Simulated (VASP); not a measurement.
# In9P7 (a cell with a defect) in VASP: notebook

Runs on In9P7 (a cell with a defect). Level: PBE. Tasks: single point.

Everything below comes from runs of VASP 6.6.1. Logs are shortened: lines on timing, memory, paths and dates and some standing lists are left out, and cuts for length are marked.

### Step 1. The cell of the first run

The cell holds a defect, 16 atoms: a = 8.428 Å, b = 8.428 Å, c = 8.428 Å, α = 60.00°, β = 60.00°, γ = 60.00°.

### Step 2. Single point, PBE

INCAR reads:

```
ALGO = Normal
EDIFF = 1E-6
ENCUT = 520
GGA = PE
ISIF = 2
ISMEAR = 0
LASPH = True
LCHARG = True
LELF = True
LREAL = Auto
LVHAR = True
LWAVE = False
NBANDS = 90
NELM = 80
PREC = Accurate
SIGMA = 0.02
```

KPOINTS reads:

```
k-points
0
Gamma
  4 4 4
```

POSCAR reads:

```
In9P7
1.0
    0.0000000000      5.9597880294     -5.9597880294
    5.9597880294      5.9597880294      0.0000000000
    5.9597880294      0.0000000000     -5.9597880294
In P
9 7
Direct
    0.5064712714      0.5064712714     -0.0194138142
    0.5015855331     -0.0005285110     -0.0005285110
    0.9994714890      0.5015855331     -0.0005285110
    0.9994714890     -0.0005285110     -0.0005285110
    0.5064712714      0.5064712714      0.5064712714
    0.5064712714     -0.0194138142      0.5064712714
    0.9805861858      0.5064712714      0.5064712714
    0.9994714890     -0.0005285110      0.5015855331
    0.3750000000      0.3750000000      0.3750000000
    0.3738581273      0.8761418727      0.3738581273
    0.8761418727      0.3738581273      0.3738581273
    0.8761418727      0.8761418727      0.3738581273
    0.3738581273      0.3738581273      0.8761418727
    0.3738581273      0.8761418727      0.8761418727
    0.8761418727      0.3738581273      0.8761418727
    0.8750000000      0.8750000000      0.8750000000
```

Potentials or basis: VASP PAW PBE potentials, release 64 (In_d, P).

On the command line:

```bash
cat potpaw_PBE.64/In_d/POTCAR potpaw_PBE.64/P/POTCAR > POTCAR
mpirun -np 1 vasp_std > vasp.out
```

OUTCAR:

```text
EDIFF = 1E-6
   ENCUT = 520
   GGA = PE
   ISIF = 2
   ISMEAR = 0
   LASPH = True
   LREAL = Auto
   NELM = 80
   PREC = Accurate

 ion  position               nearest neighbor table
   1  0.506  0.506  0.981-  14 2.55  15 2.55  13 2.55   9 2.71   6 4.00   7 4.00   5 4.00
   2  0.502  0.999  0.999-  16 2.57  13 2.58  10 2.58  14 2.58
   3  0.999  0.502  0.999-  16 2.57  13 2.58  11 2.58  15 2.58
   4  0.999  0.999  0.999-  16 2.57  14 2.58  15 2.58  12 2.58
   5  0.506  0.506  0.506-  11 2.55  13 2.55  10 2.55   9 2.71   6 4.00   7 4.00   1 4.00
   6  0.506  0.981  0.506-  12 2.55  14 2.55  10 2.55   9 2.71   5 4.00   7 4.00   1 4.00
   7  0.981  0.506  0.506-  12 2.55  15 2.55  11 2.55   9 2.71   5 4.00   6 4.00   1 4.00
   8  0.999  0.999  0.502-  16 2.57  11 2.58  10 2.58  12 2.58
   9  0.375  0.375  0.375-   1 2.71   6 2.71   7 2.71   5 2.71
  10  0.374  0.876  0.374-   5 2.55   6 2.55   2 2.58   8 2.58
  11  0.876  0.374  0.374-   5 2.55   7 2.55   3 2.58   8 2.58
  12  0.876  0.876  0.374-   6 2.55   7 2.55   4 2.58   8 2.58
  13  0.374  0.374  0.876-   5 2.55   1 2.55   3 2.58   2 2.58
  14  0.374  0.876  0.876-   1 2.55   6 2.55   4 2.58   2 2.58
  15  0.876  0.374  0.876-   1 2.55   7 2.55   4 2.58   3 2.58
  16  0.875  0.875  0.875-   2 2.57   3 2.57   8 2.57   4 2.57

  LATTYP: Found a face centered cubic cell.
 ALAT       =    11.9195760588

  Lattice vectors:

 A1 = (   0.0000000000,   5.9597880294,  -5.9597880294)
 A2 = (   5.9597880294,   5.9597880294,   0.0000000000)
 A3 = (   5.9597880294,   0.0000000000,  -5.9597880294)

Analysis of symmetry for initial positions (statically):
=====================================================================
 Subroutine PRICEL returns:
 Original cell was already a primitive cell.

 Routine SETGRP: Setting up the symmetry group for a
 face centered cubic supercell.

 Subroutine GETGRP returns: Found 24 space group operations
 (whereof  6 operations were pure point group operations)
 out of a pool of 48 trial point group operations.

The static configuration has the point symmetry C_3v.
 The point group associated with its full space group is T_d .

Analysis of symmetry for dynamics (positions and initial velocities):
=====================================================================
 Subroutine PRICEL returns:
 Original cell was already a primitive cell.

 Routine SETGRP: Setting up the symmetry group for a
 face centered cubic supercell.

 Subroutine GETGRP returns: Found 24 space group operations
[... 121 lines left out ...]
   ISIF   =      2    stress and relaxation
   ISYM   =      2    0-nonsym 1-usesym 2-fastsym
   POTIM  = 0.5000    time-step for ionic-motion
   TEBEG  =    0.0;   TEEND  =   0.0 temperature during run
   PSTRESS=    0.0 pullay stress
   NELECT =     152.0000    total number of electrons
   NUPDOWN=      -1.0000    fix difference up-down
   EMIN   =  10.00;   EMAX   =-10.00  energy-range for DOS
   EFERMI =   0.00;   METHOD = LEGACY
   ISMEAR =     0;   SIGMA  =   0.02  broadening in eV -4-tet -1-fermi 0-gaus
   EFERMI_NEDOS =   21; number of points for ismear=-14 and -15
   IALGO  =     38    algorithm
   IMIX   =      4    mixing-type and parameters
     AMIX     =   0.40;   BMIX     =  1.00
     AMIX_MAG =   1.60;   BMIX_MAG =  1.00
  volume/ion in A,a.u.               =      26.46       178.57
  Fermi-wavevector in a.u.,A,eV,Ry     =   1.163542  2.198775 18.419960  1.353829
  Thomas-Fermi vector in A             =   2.300090
   LORBIT       =      0    0 simple, 1 ext, 2 COOP (PROOUT), +10 PAW based schemes
   GGA     = PE    functional components
   LHFCALC =     F    Hartree Fock is set to
   AEXX    =    0.0000 exact exchange contribution
   IVDW    =     0    specifies the selected vdW correction
   LEPSILON=     F    determine dielectric tensor
   LRPA    =     F    only Hartree local field effects (RPA)
 non-spin polarized calculation
 Gauss-broadening in eV      SIGMA  =   0.02
  energy-cutoff  :      520.00
  volume of cell :      423.37
 maximum number of plane-waves:     11527
 NGX is ok and might be reduce to    64
   NGX = 31   NGY = 31   NGZ = 31

 number of electron     152.0000015 magnetization

 Free energy of the ion-electron system (eV)
  ---------------------------------------------------
  ext. energy  EPLUGINS =         0.00000000
  ---------------------------------------------------
  free energy    TOTEN  =       -62.05035776 eV

  energy without entropy =      -62.04621899  energy(sigma->0) =      -62.04828838

 E-fermi :   5.6693     XC(G=0):  -9.1798

 val. band max:        5.4821687922   @ k =   0.5000   0.5000   0.0000
 cond. band min:       5.6722705646   @ k =   0.5000   0.2500   0.0000
 fundamental gap:      0.1901017724
 Fermi energy:         5.6692946577

 k-point     1 :       0.0000    0.0000    0.0000
  band No.  band energies     occupation
      1      -9.4709      2.00000
      2      -9.4349      2.00000
      3      -9.4349      2.00000
      4      -9.4040      2.00000
      5      -9.4040      2.00000
      6      -9.4040      2.00000
[... 717 lines left out ...]
     87       8.7513      0.00000
     88       9.2533      0.00000
 [bands above 88 left out]

------------------------ aborting loop because EDIFF is reached ----------------------------------------

  FORCE on cell =-STRESS in cart. coord.  units (eV):
  Direction    XX          YY          ZZ          XY          YZ          ZX
  --------------------------------------------------------------------------------------
  -------------------------------------------------------------------------------------
  Total        6.9134005      6.9134005      6.9134005     -0.0000000      0.0000000     -0.0000000
  in kB       26.1625376     26.1625376     26.1625376     -0.0000000      0.0000000     -0.0000000
  external PRESSURE =      26.1625376 kB  Pullay stress =       0.0000000 kB

 VOLUME and BASIS-vectors are now :
 -----------------------------------------------------------------------------
  energy-cutoff  :      520.00
  volume of cell :      423.37
      direct lattice vectors                 reciprocal lattice vectors
     0.000000000  5.959788029 -5.959788029    -0.083895601  0.083895601 -0.083895601
     5.959788029  5.959788029  0.000000000     0.083895601  0.083895601  0.083895601
     5.959788029  0.000000000 -5.959788029     0.083895601 -0.083895601 -0.083895601

 POSITION                                       TOTAL-FORCE (eV/Angst)
 -----------------------------------------------------------------------------------
      8.86255      6.03692     -8.86255         0.002304     -0.002304     -0.002304
     11.91328      8.94598     -8.94598         0.007297     -0.007297      0.007297
      8.94598      8.94598    -11.91328        -0.007297     -0.007297     -0.007297
     11.91328     11.91328    -11.91328         0.007297      0.007297     -0.007297
      6.03692      6.03692     -6.03692        -0.002304     -0.002304      0.002304
      8.86255      8.86255     -6.03692         0.002304      0.002304      0.002304
[... 8 lines left out ...]
      7.44974      7.44974    -10.44324        -0.000000     -0.000000      0.000132
     10.42963     10.42963    -10.42963        -0.000000     -0.000000     -0.000000
 -----------------------------------------------------------------------------------
    total drift:                               -0.000001     -0.000001      0.000001

  FREE ENERGIE OF THE ION-ELECTRON SYSTEM (eV)
  ---------------------------------------------------
  free  energy   TOTEN  =       -62.0503577594 eV

  energy  without entropy=      -62.0462189920  energy(sigma->0) =      -62.04828838
```

It took 12 min on 1 thread of Intel Xeon 6975P-C, shared host; peak memory 0.64 GiB.

What came out:

```yaml
Free_energy: -62.0504 eV
Pressure: 2.6 GPa
Largest_force: 0.013 eV/Å
Band_gap_on_the_k_mesh: zero (band 76 reaches 6.06 eV, above the bottom of band 77 at 5.43 eV)
```

Forces on the atoms (eV/Å):
```
In   0.002 -0.002 -0.002
In   0.007 -0.007  0.007
In  -0.007 -0.007 -0.007
In   0.007  0.007 -0.007
In  -0.002 -0.002  0.002
In   0.002  0.002  0.002
In  -0.002  0.002 -0.002
In  -0.007  0.007  0.007
In   0.000  0.000  0.000
P    0.000  0.000  0.000
P    0.000  0.000  0.000
P    0.000  0.000  0.000
P    0.000  0.000  0.000
P    0.000  0.000  0.000
P    0.000  0.000  0.000
P    0.000  0.000  0.000
```

Levels at points of the mesh, in eV from the Fermi level:
| k point | band 73 | band 74 | band 75 | band 76 | band 77 | band 78 |
| --- | --- | --- | --- | --- | --- | --- |
| (0.00, 0.00, 0.00) | -1.27 | -1.27 | -0.33 | 0.39 | 0.39 | 0.39 |
| (0.50, 0.00, 0.00) | -1.79 | -1.43 | -1.43 | 0.20 | 0.20 | 0.73 |
| (0.50, 0.50, 0.00) | -2.02 | -1.96 | -1.77 | -0.19 | -0.19 | 1.62 |

Caveat: spin-orbit coupling is left out, which moves the levels of the heavy elements.

(Part 1 of 2 ends here.)
